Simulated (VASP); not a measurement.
Cr: single point with r2SCAN

The system is Cr.

```
Cr
1.0
     2.31608    0.00000    0.00000
     0.00000    2.31608    0.00000
     0.00000    0.00000    2.31608
Cr
1
Direct
  0.00000 0.00000 0.00000
```

This isn't the form of Cr at room conditions, which is bcc.

```yaml
Program: VASP 6.6.1
Task: single point
Functional: r2SCAN
Potentials_or_basis: VASP PAW PBE potentials, release 64 (Cr_pv)
Cutoff: 520 eV
k_mesh: 15 × 15 × 15
Occupations: fermi-dirac, width 0.05 eV
Spin: collinear spin, ferromagnetic start
Starting_moments: "[1.5] μB"
Dipole_correction: no
Further_INCAR_settings: ALGO = Normal; EDIFF = 1e-06; NBANDS = 16
```

* Pressure: 2.9 GPa
* Band gap on the k mesh: zero (filled and empty bands overlap)
* Net moment: 0.00 μB per cell
* Valence electrons inside the program's atomic spheres: Cr 11.37

Levels at points of the mesh, in eV from the Fermi level:
Spin up:
```tsv
k point	band 2	band 3	band 4	band 5	band 6	band 7	band 8	band 9	band 10	band 11
(0.00, 0.00, 0.00)	-44.10	-44.10	-7.98	-3.61	-3.61	2.83	2.83	2.83	3.74	21.04
```
Spin down:
| k point | band 4 | band 5 | band 6 | band 7 | band 8 | band 9 |
| --- | --- | --- | --- | --- | --- | --- |
| (0.00, 0.00, 0.00) | -7.98 | -3.61 | -3.61 | 2.83 | 2.83 | 2.83 |

Wall time 3.7 min on 1 thread of Intel Xeon 8259CL (shared host), peak memory 0.15 GiB.

Caveat: the moments typed at the start vanished in this run; the PAW data sets were made with another functional, which shifts forces and pressure a little.
